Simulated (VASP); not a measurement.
# Ta (Im-3m) in VASP: notebook

Runs on Ta. Level: PBE. Tasks: electric field gradients.

Program: VASP 6.6.1. These are calculated values, not measurements. Logs are shortened: lines on timing, memory, paths and dates and some standing lists are left out, and cuts for length are marked.

### Step 1. The cell of the first run

It takes space group Im-3m (No. 229, cubic). Conventional cell: a = 3.367 Å, b = 3.367 Å, c = 3.367 Å, α = 90.00°, β = 90.00°, γ = 90.00°. Ta (site symmetry m-3m) has 14 Ta at 2.92 to 3.37 Å within 3.8 Å.

### Step 2. Electric field gradients, PBE (volume scaled by 1.06)

The input, INCAR:

```
SYSTEM = Ta
PREC = Accurate
ENCUT = 520
EDIFF = 1E-8
ISMEAR = -1
SIGMA = 0.08
LREAL = .FALSE.
LASPH = .TRUE.
NELM = 60
ALGO = Normal
ISIF = 2
LWAVE = .FALSE.
LCHARG = .FALSE.
GGA = PE
LEFG = .TRUE.
NBANDS = 12
```

The input, KPOINTS:

```
regular mesh
0
G
  17 17 17
  0 0 0
```

The input, POSCAR:

```
Ta
1.0
   -1.6836662614      1.6836662614      1.6836662614
    1.6836662614     -1.6836662614      1.6836662614
    1.6836662614      1.6836662614     -1.6836662614
Ta
1
Direct
    0.0000000000      0.0000000000      0.0000000000
```

Potentials or basis: VASP PAW PBE potentials, release 64 (Ta_pv).

On the command line:

```console
cat potpaw_PBE.64/Ta_pv/POTCAR > POTCAR
mpirun -np 1 vasp_std > vasp.out
```

OUTCAR:

```text
SYSTEM = Ta
   PREC = Accurate
   ENCUT = 520
   EDIFF = 1E-8
   ISMEAR = -1
   LREAL = .FALSE.
   LASPH = .TRUE.
   NELM = 60
   ISIF = 2
   GGA = PE

 ion  position               nearest neighbor table
   1  0.000  0.000  0.000-

  LATTYP: Found a body centered cubic cell.
 ALAT       =     3.3673325228

  Lattice vectors:

 A1 = (  -1.6836662614,   1.6836662614,   1.6836662614)
 A2 = (   1.6836662614,  -1.6836662614,   1.6836662614)
 A3 = (   1.6836662614,   1.6836662614,  -1.6836662614)

Analysis of symmetry for initial positions (statically):
=====================================================================
 Subroutine PRICEL returns:
 Original cell was already a primitive cell.

 Routine SETGRP: Setting up the symmetry group for a
 body centered cubic supercell.

 Subroutine GETGRP returns: Found 48 space group operations
[... 9 lines left out ...]

 Routine SETGRP: Setting up the symmetry group for a
 body centered cubic supercell.

 Subroutine GETGRP returns: Found 48 space group operations
[... 11 lines left out ...]
                                     Primitive cell

  volume of cell :      19.0910

  direct lattice vectors                    reciprocal lattice vectors
    -1.683666261  1.683666261  1.683666261     0.000000000  0.296970968  0.296970968
     1.683666261 -1.683666261  1.683666261     0.296970968  0.000000000  0.296970968
     1.683666261  1.683666261 -1.683666261     0.296970968  0.296970968  0.000000000

  length of vectors
     2.916195508  2.916195508  2.916195508     0.419980371  0.419980371  0.419980371

  position of ions in fractional coordinates (direct lattice)
     0.000000000  0.000000000  0.000000000

  ion indices of the primitive-cell ions
   primitive index   ion index
                 1           1

----------------------------------------------------------------------------------------

 KPOINTS: regular mesh

Automatic generation of k-mesh.
 Grid dimensions read from file:
 generate k-points for:   17   17   17

 Generating k-lattice:

  Cartesian coordinates                     Fractional coordinates (reciprocal lattice)
     0.000000000  0.017468880  0.017468880     0.058823529  0.000000000  0.000000000
     0.017468880  0.000000000  0.017468880     0.000000000  0.058823529  0.000000000
     0.017468880  0.017468880  0.000000000     0.000000000  0.000000000  0.058823529

  Length of vectors
     0.024704728  0.024704728  0.024704728

  Shift w.r.t. Gamma in fractional coordinates (k-lattice)
     0.000000000  0.000000000  0.000000000

 Subroutine IBZKPT returns following result:
 ===========================================

 Found    165 irreducible k-points:

 Following reciprocal coordinates:
            Coordinates               Weight
  0.000000  0.000000  0.000000      1.000000
  0.058824  0.000000  0.000000     12.000000
  0.117647  0.000000  0.000000     12.000000
  0.176471  0.000000  0.000000     12.000000
  0.235294  0.000000  0.000000     12.000000
  0.294118  0.000000  0.000000     12.000000
[... 16 lines left out ...]
  0.411765  0.117647  0.000000     48.000000
  0.176471  0.176471  0.000000     24.000000
 [... further k-points ...]
   k-points           NKPTS =    165   k-points in BZ     NKDIM =    165   number of bands    NBANDS=     12
   number of dos      NEDOS =    301   number of ions     NIONS =      1
   total plane-waves  NPLWV =  13824
   dimension x,y,z NGX =    24 NGY =   24 NGZ =   24
   dimension x,y,z NGXF=    48 NGYF=   48 NGZF=   48
   ions per type =               1
   NGX,Y,Z   is equivalent  to a cutoff of  13.68, 13.68, 13.68 a.u.
   NGXF,Y,Z  is equivalent  to a cutoff of  27.36, 27.36, 27.36 a.u.
 SYSTEM =  Ta
   PREC   = accura    normal or accurate (medium, high low for compatibility)
   ISTART =      0    job   : 0-new  1-cont  2-samecut
   ICHARG =      2    charge: 1-file 2-atom 10-const
   ISPIN  =      1    spin polarized calculation?
   LNONCOLLINEAR =      F non collinear calculations
   LSORBIT =      F    spin-orbit coupling
   LASPH  =      T    aspherical Exc in radial PAW
   ENCUT  =  520.0 eV  38.22 Ry    6.18 a.u.   5.42  5.42  5.42*2*pi/ulx,y,z
   NELM   =     60;   NELMIN=  2; NELMDL= -5     # of ELM steps
   EDIFF  = 0.1E-07   stopping-criterion for ELM
   LREAL  =      F    real-space projection
   EDIFFG = 0.1E-06   stopping-criterion for IOM
   NSW    =      0    number of steps for IOM
   IBRION =     -1    ionic relax: 0-MD 1-quasi-New 2-CG
   NFREE  =      0    steps in history (QN), initial steepest desc. (CG)
   ISIF   =      2    stress and relaxation
   ISYM   =      2    0-nonsym 1-usesym 2-fastsym
   POTIM  = 0.5000    time-step for ionic-motion
   TEBEG  =    0.0;   TEEND  =   0.0 temperature during run
   PSTRESS=    0.0 pullay stress
   NELECT =      11.0000    total number of electrons
   NUPDOWN=      -1.0000    fix difference up-down
   EMIN   =  10.00;   EMAX   =-10.00  energy-range for DOS
   EFERMI =   0.00;   METHOD = LEGACY
   ISMEAR =    -1;   SIGMA  =   0.08  broadening in eV -4-tet -1-fermi 0-gaus
   EFERMI_NEDOS =   21; number of points for ismear=-14 and -15
   IALGO  =     38    algorithm
   IMIX   =      4    mixing-type and parameters
     AMIX     =   0.40;   BMIX     =  1.00
     AMIX_MAG =   1.60;   BMIX_MAG =  1.00
  volume/ion in A,a.u.               =      19.09       128.83
  Fermi-wavevector in a.u.,A,eV,Ry     =   1.362270  2.574316 25.249397  1.855778
  Thomas-Fermi vector in A             =   2.488774
   LORBIT       =      0    0 simple, 1 ext, 2 COOP (PROOUT), +10 PAW based schemes
   GGA     = PE    functional components
   LHFCALC =     F    Hartree Fock is set to
   AEXX    =    0.0000 exact exchange contribution
   IVDW    =     0    specifies the selected vdW correction
   LEPSILON=     F    determine dielectric tensor
   LRPA    =     F    only Hartree local field effects (RPA)
 non-spin polarized calculation
  energy-cutoff  :      520.00
  volume of cell :       19.09
 maximum number of plane-waves:       533
 NGX is ok and might be reduce to    24
   NGX = 11   NGY = 11   NGZ = 11

 number of electron      10.9999998 magnetization

 Free energy of the ion-electron system (eV)
  ---------------------------------------------------
  ext. energy  EPLUGINS =         0.00000000
  ---------------------------------------------------
  free energy    TOTEN  =       -11.80808360 eV

  energy without entropy =      -11.77856779  energy(sigma->0) =      -11.79332570

 E-fermi :   5.0387     XC(G=0): -12.3235

 val. band max:        5.0367203071   @ k =   0.2353   0.0000   0.0000
 cond. band min:       5.0432013949   @ k =   0.1176   0.1176   0.0000
 fundamental gap:      0.0064810877
 Fermi energy:         5.0387422125

 k-point     1 :       0.0000    0.0000    0.0000
  band No.  band energies     occupation
      1     -28.2779      2.00000
      2     -28.2779      2.00000
      3     -28.2779      2.00000
      4      -2.6645      2.00000
      5       5.7536      0.00026
      6       5.7536      0.00026
      7       5.7536      0.00026
      8       8.8241      0.00000
      9       8.8241      0.00000
     10      19.5188      0.00000
     11      19.7618      0.00000
     12      19.7618      0.00000

 k-point     2 :       0.0588    0.0000    0.0000
  band No.  band energies     occupation
      1     -28.3131      2.00000
      2     -28.2889      2.00000
      3     -28.2780      2.00000
      4      -2.5201      2.00000
      5       5.6607      0.00084
      6       5.7271      0.00037
      7       5.8939      0.00005
      8       8.6753      0.00000
      9       8.8249      0.00000
     10      19.5186      0.00000
     11      19.8890      0.00000
     12      20.0162      0.00000

 k-point     3 :       0.1176    0.0000    0.0000
  band No.  band energies     occupation
      1     -28.4126      2.00000
      2     -28.3202      2.00000
      3     -28.2784      2.00000
      4      -2.1021      2.00000
      5       5.4069      0.01986
      6       5.6125      0.00153
      7       6.3104      0.00000
      8       8.3730      0.00000
      9       8.8357      0.00000
     10      19.5184      0.00000
     11      20.1921      0.00000
     12      20.7521      0.00000
[... 286 lines left out ...]
 k-point    23 :       0.4118    0.1176    0.0000
  band No.  band energies     occupation
      1     -29.1966      2.00000
      2     -28.6321      2.00000
      3     -28.3292      2.00000
      4       1.3094      2.00000
      5       3.7228      2.00000
      6       5.6565      0.00089
      7       8.5303      0.00000
      8       9.8296      0.00000
      9      12.7008      0.00000
     10      15.3293      0.00000
     11      17.5420      0.00000
     12      19.5241      0.00000

 k-point    24 :       0.1765    0.1765    0.0000
  band No.  band energies     occupation
      1     -28.9012      2.00000
      2     -28.4852      2.00000
      3     -28.3419      2.00000
      4       0.4402      2.00000
      5       4.2722      1.99986
      6       4.5122      1.99723
      7       7.9302      0.00000
      8       9.4201      0.00000
      9       9.5618      0.00000
     10      19.0018      0.00000
     11      19.5331      0.00000
     12      21.0906      0.00000

 [... further k-points ...]
[... 5 lines left out ...]
  --------------------------------------------------------------------------------------
  -------------------------------------------------------------------------------------
  Total       -0.9095342     -0.9095342     -0.9095342     -0.0000000      0.0000000     -0.0000000
  in kB      -76.3311157    -76.3311157    -76.3311157     -0.0000000      0.0000000     -0.0000000
  external PRESSURE =     -76.3311157 kB  Pullay stress =       0.0000000 kB

 VOLUME and BASIS-vectors are now :
 -----------------------------------------------------------------------------
  energy-cutoff  :      520.00
  volume of cell :       19.09
      direct lattice vectors                 reciprocal lattice vectors
    -1.683666261  1.683666261  1.683666261     0.000000000  0.296970968  0.296970968
     1.683666261 -1.683666261  1.683666261     0.296970968  0.000000000  0.296970968
     1.683666261  1.683666261 -1.683666261     0.296970968  0.296970968  0.000000000

 POSITION                                       TOTAL-FORCE (eV/Angst)
 -----------------------------------------------------------------------------------
      0.00000      0.00000      0.00000        -0.000000      0.000000      0.000000
 -----------------------------------------------------------------------------------
    total drift:                                0.000000      0.000000      0.000000

  FREE ENERGIE OF THE ION-ELECTRON SYSTEM (eV)
  ---------------------------------------------------
  free  energy   TOTEN  =       -11.8080836050 eV

  energy  without entropy=      -11.7785677924  energy(sigma->0) =      -11.79332570

 Electric field gradients (V/A^2)
---------------------------------------------------------------------
 ion       V_xx      V_yy      V_zz      V_xy      V_xz      V_yz
---------------------------------------------------------------------
   1       0.000     0.000    -0.000     0.000     0.000     0.000
---------------------------------------------------------------------

 Electric field gradients after diagonalization (V/A^2)
 (convention: |V_zz| > |V_xx| > |V_yy|)
----------------------------------------------------------------------
 ion       V_xx      V_yy      V_zz     asymmetry (V_yy - V_xx)/ V_zz
----------------------------------------------------------------------
   1      -0.000    -0.000     0.001       0.000
----------------------------------------------------------------------

           NMR quadrupolar parameters

 Cq : quadrupolar parameter    Cq=e*Q*V_zz/h
 eta: asymmetry parameters     (V_yy - V_xx)/ V_zz
 Q  : nuclear electric quadrupole moment in mb (millibarn)
----------------------------------------------------------------------
 ion       Cq(MHz)       eta       Q (mb)
----------------------------------------------------------------------
   1       0.000       0.000       1.000
----------------------------------------------------------------------
```

It took 11 s on 1 thread of Intel Xeon 6975P-C (Granite Rapids), shared host; peak memory 0.17 GiB.

What came out:

```yaml
Free_energy: -11.8081 eV
Pressure: -7.6 GPa
```

Levels at points of the mesh, in eV from the Fermi level:
| k point | band 4 | band 5 | band 6 | band 7 | band 8 | band 9 |
| --- | --- | --- | --- | --- | --- | --- |
| (0.00, 0.00, 0.00) | -7.70 | 0.71 | 0.71 | 0.71 | 3.79 | 3.79 |

Caveat: without QUAD_EFG the Cq values of the log hold for a quadrupole moment of 1 mb, not for the nuclei; spin-orbit coupling is left out, which moves the levels of the heavy elements.

### Step 3. Electric field gradients, PBE (volume scaled by 1.06)

The input, INCAR:

```
ALGO = Normal ; EDIFF = 1E-8
ENCUT = 520 ; GGA = PE
ISIF = 2 ; ISMEAR = -1
LASPH = True ; LCHARG = False
LEFG = True ; LREAL = False
LWAVE = False ; NBANDS = 12
NELM = 80 ; PREC = Accurate
SIGMA = 0.08
```

The input, KPOINTS:

```
k-points
0
Gamma
  17 17 17
```

POSCAR is that of step 2.

Potentials or basis: VASP PAW PBE potentials, release 64 (Ta_pv).

On the command line:

```console
cat potpaw_PBE.64/Ta_pv/POTCAR > POTCAR
mpirun -np 1 vasp_std > vasp.out
```

OUTCAR:

```text
EDIFF = 1E-8
   ENCUT = 520
   GGA = PE
   ISIF = 2
   ISMEAR = -1
   LASPH = True
   LREAL = False
   NELM = 80
   PREC = Accurate

 ion  position               nearest neighbor table
   1  0.000  0.000  0.000-

  LATTYP: Found a body centered cubic cell.
 ALAT       =     3.3673325228

  Lattice vectors:

 A1 = (  -1.6836662614,   1.6836662614,   1.6836662614)
[... 567 lines left out ...]
    total drift:                                0.000000      0.000000      0.000000

  FREE ENERGIE OF THE ION-ELECTRON SYSTEM (eV)
  ---------------------------------------------------
  free  energy   TOTEN  =       -11.8080836050 eV

  energy  without entropy=      -11.7785677924  energy(sigma->0) =      -11.79332570

 Electric field gradients (V/A^2)
---------------------------------------------------------------------
 ion       V_xx      V_yy      V_zz      V_xy      V_xz      V_yz
---------------------------------------------------------------------
   1       0.000     0.000    -0.000     0.000     0.000     0.000
---------------------------------------------------------------------

 Electric field gradients after diagonalization (V/A^2)
 (convention: |V_zz| > |V_xx| > |V_yy|)
----------------------------------------------------------------------
 ion       V_xx      V_yy      V_zz     asymmetry (V_yy - V_xx)/ V_zz
----------------------------------------------------------------------
   1      -0.000    -0.000     0.001       0.000
----------------------------------------------------------------------

           NMR quadrupolar parameters

 Cq : quadrupolar parameter    Cq=e*Q*V_zz/h
 eta: asymmetry parameters     (V_yy - V_xx)/ V_zz
 Q  : nuclear electric quadrupole moment in mb (millibarn)
----------------------------------------------------------------------
 ion       Cq(MHz)       eta       Q (mb)
----------------------------------------------------------------------
   1       0.000       0.000       1.000
----------------------------------------------------------------------
```

OSZICAR:

```text
N       E                     dE             d eps       ncg     rms          rms(c)
DAV:   1     0.605432853220E+02    0.60543E+02   -0.59716E+03  3972   0.857E+02
DAV:   2    -0.112907136120E+02   -0.71834E+02   -0.69996E+02  4400   0.244E+02
DAV:   3    -0.123134339105E+02   -0.10227E+01   -0.10111E+01  4740   0.275E+01
DAV:   4    -0.123164516156E+02   -0.30177E-02   -0.30174E-02  4420   0.164E+00
DAV:   5    -0.123164637932E+02   -0.12178E-04   -0.12177E-04  4760   0.979E-02    0.122E+01
DAV:   6    -0.119206535344E+02    0.39581E+00   -0.32487E-01  4692   0.613E+00    0.573E+00
DAV:   7    -0.118087395961E+02    0.11191E+00   -0.27546E-01  4592   0.519E+00    0.378E-01
DAV:   8    -0.118081147551E+02    0.62484E-03   -0.93198E-03  4412   0.749E-01    0.141E-01
DAV:   9    -0.118080910825E+02    0.23673E-04   -0.16368E-04  4608   0.132E-01    0.260E-02
DAV:  10    -0.118080834707E+02    0.76118E-05   -0.41365E-06  4384   0.218E-02    0.295E-03
DAV:  11    -0.118080837454E+02   -0.27469E-06   -0.27370E-07  4576   0.575E-03    0.584E-04
DAV:  12    -0.118080835948E+02    0.15056E-06   -0.55924E-09  3072   0.904E-04    0.587E-05
DAV:  13    -0.118080836087E+02   -0.13868E-07   -0.28629E-10  2440   0.203E-04    0.154E-05
DAV:  14    -0.118080836050E+02    0.37060E-08   -0.89293E-11  2188   0.103E-04
   1 F= -.11808084E+02 E0= -.11793326E+02  d E =-.295158E-01
```

stdout:

```text
POSCAR found type information on POSCAR Ta
 POSCAR found :  1 types and       1 ions
 scaLAPACK will be used
 LDA part: xc-table for (Slater+PW92), standard interpolation
 POSCAR, INCAR and KPOINTS ok, starting setup
 FFT: planning ... GRIDC
 FFT: planning ... GRID_SOFT
 FFT: planning ... GRID
 WAVECAR not read
 entering main loop
ion   1
```

Run time: 11 s. Hardware: 1 thread of Intel Xeon 6975P-C (Granite Rapids), shared host; peak memory 0.16 GiB.

What came out:

| Property | Result |
| --- | --- |
| Free energy | -11.8081 eV |
| Pressure | -7.6 GPa |

Levels at points of the mesh, in eV from the Fermi level:
```csv
k point,band 2,band 3,band 4,band 5,band 6,band 7,band 8,band 9,band 10,band 11
"(0.00, 0.00, 0.00)",-33.32,-33.32,-7.70,0.71,0.71,0.71,3.79,3.79,14.48,14.72
```

Caveat: without QUAD_EFG the Cq values of the log hold for a quadrupole moment of 1 mb, not for the nuclei; spin-orbit coupling is left out, which moves the levels of the heavy elements.
